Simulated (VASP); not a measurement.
# Sc (Fm-3m) in VASP: single point with PBEsol

Aim: the single point of Sc with PBEsol.

Program: VASP 6.6.1. These are calculated values, not measurements. Logs are shortened: lines on timing, memory, paths and dates and some standing lists are left out, and cuts for length are marked.

### 1 The cell of the first run

The structure is cubic, space group Fm-3m (No. 225). The conventional cell has a = 4.603 Å, b = 4.603 Å, c = 4.603 Å, α = 90.00°, β = 90.00°, γ = 90.00°. Within 4.3 Å of Sc (site symmetry m-3m) lie 12 Sc at 3.25 Å.

### 2 Single point, PBEsol

INCAR reads:

```
SYSTEM = Sc
ALGO = Normal
EDIFF = 1E-6
ENCUT = 520
GGA = PS
ISIF = 2
ISMEAR = 0
LASPH = .TRUE.
LCHARG = .TRUE.
LELF = .TRUE.
LREAL = .FALSE.
LVHAR = .TRUE.
LWAVE = .FALSE.
NBANDS = 12
NELM = 100
PREC = Accurate
SIGMA = 0.1
```

KPOINTS reads:

```
k-points
0
G
  6 6 6
  0 0 0
```

POSCAR reads:

```
Sc
1.0
    0.0000000000      2.3014934419      2.3014934419
    2.3014934419      0.0000000000      2.3014934419
    2.3014934419      2.3014934419      0.0000000000
Sc
1
Direct
    0.0000000000      0.0000000000      0.0000000000
```

Potentials or basis: VASP PAW PBE potentials, release 64 (Sc_sv).

Command:

```console
cat potpaw_PBE.64/Sc_sv/POTCAR > POTCAR
mpirun -np 1 vasp_std > vasp.out
```

OUTCAR:

```text
SYSTEM = Sc
   EDIFF = 1E-6
   ENCUT = 520
   GGA = PS
   ISIF = 2
   ISMEAR = 0
   LASPH = .TRUE.
   LREAL = .FALSE.
   NELM = 100
   PREC = Accurate

 ion  position               nearest neighbor table
   1  0.000  0.000  0.000-

  LATTYP: Found a face centered cubic cell.
 ALAT       =     4.6029868838

  Lattice vectors:

 A1 = (   0.0000000000,   2.3014934419,   2.3014934419)
 A2 = (   2.3014934419,   0.0000000000,   2.3014934419)
 A3 = (   2.3014934419,   2.3014934419,   0.0000000000)

Analysis of symmetry for initial positions (statically):
=====================================================================
 Subroutine PRICEL returns:
 Original cell was already a primitive cell.

 Routine SETGRP: Setting up the symmetry group for a
 face centered cubic supercell.

 Subroutine GETGRP returns: Found 48 space group operations
 (whereof 48 operations were pure point group operations)
 out of a pool of 48 trial point group operations.

The static configuration has the point symmetry O_h .

Analysis of symmetry for dynamics (positions and initial velocities):
=====================================================================
 Subroutine PRICEL returns:
 Original cell was already a primitive cell.

 Routine SETGRP: Setting up the symmetry group for a
 face centered cubic supercell.

 Subroutine GETGRP returns: Found 48 space group operations
 (whereof 48 operations were pure point group operations)
 out of a pool of 48 trial point group operations.

The dynamic configuration has the point symmetry O_h .

 Subroutine INISYM returns: Found 48 space group operations
 (whereof 48 operations are pure point group operations),
 and found     1 'primitive' translations

----------------------------------------------------------------------------------------

                                     Primitive cell

  volume of cell :      24.3814

  direct lattice vectors                    reciprocal lattice vectors
     0.000000000  2.301493442  2.301493442    -0.217250239  0.217250239  0.217250239
     2.301493442  0.000000000  2.301493442     0.217250239 -0.217250239  0.217250239
     2.301493442  2.301493442  0.000000000     0.217250239  0.217250239 -0.217250239

  length of vectors
     3.254803239  3.254803239  3.254803239     0.376288452  0.376288452  0.376288452

  position of ions in fractional coordinates (direct lattice)
     0.000000000  0.000000000  0.000000000

  ion indices of the primitive-cell ions
   primitive index   ion index
                 1           1

----------------------------------------------------------------------------------------

 KPOINTS: k-points

Automatic generation of k-mesh.
 Grid dimensions read from file:
 generate k-points for:    6    6    6

 Generating k-lattice:

  Cartesian coordinates                     Fractional coordinates (reciprocal lattice)
    -0.036208373  0.036208373  0.036208373     0.166666667  0.000000000  0.000000000
     0.036208373 -0.036208373  0.036208373     0.000000000  0.166666667  0.000000000
     0.036208373  0.036208373 -0.036208373     0.000000000  0.000000000  0.166666667

  Length of vectors
     0.062714742  0.062714742  0.062714742

  Shift w.r.t. Gamma in fractional coordinates (k-lattice)
     0.000000000  0.000000000  0.000000000

 Subroutine IBZKPT returns following result:
 ===========================================

 Found     16 irreducible k-points:

 Following reciprocal coordinates:
            Coordinates               Weight
  0.000000  0.000000  0.000000      1.000000
  0.166667  0.000000  0.000000      8.000000
  0.333333  0.000000  0.000000      8.000000
  0.500000  0.000000  0.000000      4.000000
  0.166667  0.166667  0.000000      6.000000
  0.333333  0.166667  0.000000     24.000000
[... 8 lines left out ...]
 -0.333333  0.333333  0.166667     24.000000
 -0.333333  0.500000  0.166667     12.000000
   k-points           NKPTS =     16   k-points in BZ     NKDIM =     16   number of bands    NBANDS=     12
   number of dos      NEDOS =    301   number of ions     NIONS =      1
   total plane-waves  NPLWV =  13824
   dimension x,y,z NGX =    24 NGY =   24 NGZ =   24
   dimension x,y,z NGXF=    48 NGYF=   48 NGZF=   48
   ions per type =               1
   NGX,Y,Z   is equivalent  to a cutoff of  12.26, 12.26, 12.26 a.u.
   NGXF,Y,Z  is equivalent  to a cutoff of  24.52, 24.52, 24.52 a.u.
 SYSTEM =  Sc
   PREC   = accura    normal or accurate (medium, high low for compatibility)
   ISTART =      0    job   : 0-new  1-cont  2-samecut
   ICHARG =      2    charge: 1-file 2-atom 10-const
   ISPIN  =      1    spin polarized calculation?
   LNONCOLLINEAR =      F non collinear calculations
   LSORBIT =      F    spin-orbit coupling
   LASPH  =      T    aspherical Exc in radial PAW
   ENCUT  =  520.0 eV  38.22 Ry    6.18 a.u.   6.05  6.05  6.05*2*pi/ulx,y,z
   NELM   =    100;   NELMIN=  2; NELMDL= -5     # of ELM steps
   EDIFF  = 0.1E-05   stopping-criterion for ELM
   LREAL  =      F    real-space projection
   EDIFFG = 0.1E-04   stopping-criterion for IOM
   NSW    =      0    number of steps for IOM
   IBRION =     -1    ionic relax: 0-MD 1-quasi-New 2-CG
   NFREE  =      0    steps in history (QN), initial steepest desc. (CG)
   ISIF   =      2    stress and relaxation
   ISYM   =      2    0-nonsym 1-usesym 2-fastsym
   POTIM  = 0.5000    time-step for ionic-motion
   TEBEG  =    0.0;   TEEND  =   0.0 temperature during run
   PSTRESS=    0.0 pullay stress
   NELECT =      11.0000    total number of electrons
   NUPDOWN=      -1.0000    fix difference up-down
   EMIN   =  10.00;   EMAX   =-10.00  energy-range for DOS
   EFERMI =   0.00;   METHOD = LEGACY
   ISMEAR =     0;   SIGMA  =   0.10  broadening in eV -4-tet -1-fermi 0-gaus
   EFERMI_NEDOS =   21; number of points for ismear=-14 and -15
   IALGO  =     38    algorithm
   IMIX   =      4    mixing-type and parameters
     AMIX     =   0.40;   BMIX     =  1.00
     AMIX_MAG =   1.60;   BMIX_MAG =  1.00
  volume/ion in A,a.u.               =      24.38       164.53
  Fermi-wavevector in a.u.,A,eV,Ry     =   1.255604  2.372747 21.450144  1.576541
  Thomas-Fermi vector in A             =   2.389352
   LORBIT       =      0    0 simple, 1 ext, 2 COOP (PROOUT), +10 PAW based schemes
   GGA     = PS    functional components
   LHFCALC =     F    Hartree Fock is set to
   AEXX    =    0.0000 exact exchange contribution
   IVDW    =     0    specifies the selected vdW correction
   LEPSILON=     F    determine dielectric tensor
   LRPA    =     F    only Hartree local field effects (RPA)
 non-spin polarized calculation
 Gauss-broadening in eV      SIGMA  =   0.10
  energy-cutoff  :      520.00
  volume of cell :       24.38
 maximum number of plane-waves:       680
   NGX = 13   NGY = 13   NGZ = 13

 number of electron      10.9999997 magnetization

 Free energy of the ion-electron system (eV)
  ---------------------------------------------------
  ext. energy  EPLUGINS =         0.00000000
  ---------------------------------------------------
  free energy    TOTEN  =        -6.56877937 eV

  energy without entropy =       -6.56100955  energy(sigma->0) =       -6.56489446

 E-fermi :   3.6710     XC(G=0): -10.0349

 val. band max:        3.5809761511   @ k =   0.5000   0.1667   0.0000
 cond. band min:       3.7245649682   @ k =   0.5000   0.3333   0.1667
 fundamental gap:      0.1435888171
 Fermi energy:         3.6710072049

 k-point     1 :       0.0000    0.0000    0.0000
  band No.  band energies     occupation
      1     -45.5207      2.00000
      2     -24.0156      2.00000
      3     -24.0156      2.00000
      4     -24.0156      2.00000
      5      -1.5217      2.00000
      6       5.2743      0.00000
      7       5.2743      0.00000
      8       5.2743      0.00000
      9       6.6737      0.00000
     10       6.6737      0.00000
     11      16.2802      0.00000
     12      19.6861      0.00000

 k-point     2 :       0.1667    0.0000    0.0000
  band No.  band energies     occupation
      1     -45.5049      2.00000
      2     -24.1221      2.00000
      3     -24.0293      2.00000
      4     -24.0293      2.00000
      5      -0.8325      2.00000
      6       4.8145      0.00000
      7       5.4689      0.00000
      8       5.4689      0.00000
      9       6.5767      0.00000
     10       6.5767      0.00000
     11      15.9997      0.00000
     12      17.1292      0.00000

 k-point     3 :       0.3333    0.0000    0.0000
  band No.  band energies     occupation
      1     -45.4732      2.00000
      2     -24.3296      2.00000
      3     -24.0566      2.00000
      4     -24.0566      2.00000
      5       0.8410      2.00000
      6       4.1102      0.00000
      7       5.3497      0.00000
      8       5.3497      0.00000
      9       7.0850      0.00000
     10       7.0850      0.00000
     11      12.4186      0.00000
     12      16.3345      0.00000
[... 166 lines left out ...]
 k-point    15 :      -0.3333    0.3333    0.1667
  band No.  band energies     occupation
      1     -45.4417      2.00000
      2     -24.3362      2.00000
      3     -24.2318      2.00000
      4     -24.1291      2.00000
      5       3.1949      2.00000
      6       3.2848      2.00000
      7       4.1986      0.00000
      8       6.1383      0.00000
      9       7.4626      0.00000
     10       9.4746      0.00000
     11      10.2661      0.00000
     12      13.5992      0.00000

 k-point    16 :      -0.3333    0.5000    0.1667
  band No.  band energies     occupation
      1     -45.4366      2.00000
      2     -24.3447      2.00000
      3     -24.2243      2.00000
      4     -24.1672      2.00000
      5       2.7446      2.00000
      6       3.4240      1.99952
      7       4.5311      0.00000
      8       6.6023      0.00000
      9       7.8278      0.00000
     10       9.4232      0.00000
     11      11.6989      0.00000
     12      11.8188      0.00000

------------------------ aborting loop because EDIFF is reached ----------------------------------------

  FORCE on cell =-STRESS in cart. coord.  units (eV):
  Direction    XX          YY          ZZ          XY          YZ          ZX
  --------------------------------------------------------------------------------------
  -------------------------------------------------------------------------------------
  Total       -0.2363458     -0.2363458     -0.2363458      0.0000000      0.0000000     -0.0000000
  in kB      -15.5309953    -15.5309953    -15.5309953      0.0000000      0.0000000     -0.0000000
  external PRESSURE =     -15.5309953 kB  Pullay stress =       0.0000000 kB

 VOLUME and BASIS-vectors are now :
 -----------------------------------------------------------------------------
  energy-cutoff  :      520.00
  volume of cell :       24.38
      direct lattice vectors                 reciprocal lattice vectors
     0.000000000  2.301493442  2.301493442    -0.217250239  0.217250239  0.217250239
     2.301493442  0.000000000  2.301493442     0.217250239 -0.217250239  0.217250239
     2.301493442  2.301493442  0.000000000     0.217250239  0.217250239 -0.217250239

 POSITION                                       TOTAL-FORCE (eV/Angst)
 -----------------------------------------------------------------------------------
      0.00000      0.00000      0.00000         0.000000      0.000000      0.000000
 -----------------------------------------------------------------------------------
    total drift:                               -0.000000      0.000000      0.000000

  FREE ENERGIE OF THE ION-ELECTRON SYSTEM (eV)
  ---------------------------------------------------
  free  energy   TOTEN  =        -6.5687793691 eV

  energy  without entropy=       -6.5610095466  energy(sigma->0) =       -6.56489446
```

It took 10 s on 1 thread of AMD EPYC 7R13, shared host; peak memory 0.13 GiB.

What came out:

- Free energy: -6.5688 eV
- Pressure: -1.6 GPa

Caveat: the k points lie up to 0.39 Å⁻¹ apart; the PAW data sets were made with another functional, which shifts forces and pressure a little.
